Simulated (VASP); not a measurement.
Input of a VASP 6.6.1 run:

Contents of INCAR:

```
ALGO = Normal ; EDIFF = 1E-7
EDIFFG = -0.002 ; ENCUT = 450
GGA = PE ; GGA_COMPAT = False
IBRION = 2 ; ISIF = 2
ISMEAR = 0 ; LASPH = True
LCHARG = False ; LREAL = False
LWAVE = False ; NELM = 120
NELMIN = 4 ; NSW = 60
PREC = Accurate ; SIGMA = 0.1
```

KPOINTS

```
k-points
0
Gamma
  12 12 12
```

File POSCAR:

```
Ge
1.0
    0.0480084565      2.9141133114      2.9141133114
    2.9141133114      0.0480084565      2.9141133114
    2.9141133114      2.9141133114      0.0480084565
Ge
2
Direct
    0.0000000000      0.0000000000      0.0000000000
    0.2500000000      0.2500000000      0.2500000000
```

Potentials or basis: VASP PAW PBE potentials, release 64 (Ge_d).

Run with:

```bash
$ cat potpaw_PBE.64/Ge_d/POTCAR > POTCAR
$ mpirun -np 1 vasp_std > vasp.out
```

Question: Predict the band gap on the k mesh.

Answer: Zero (bands 14 and 15 overlap by 0.15 eV).

Question: Estimate the energy gained by relaxing.

Answer: 1.0 meV/atom.

Final structure:
```
Ge
1.0
     0.04801    2.91411    2.91411
     2.91411    0.04801    2.91411
     2.91411    2.91411    0.04801
Ge
2
Direct
  0.00102 0.00102 0.00102
  0.24898 0.24898 0.24898
```

Caveat: the cell differs from its parent crystal (strained cell); semilocal functionals underestimate gaps, so a narrow gap can read as zero.
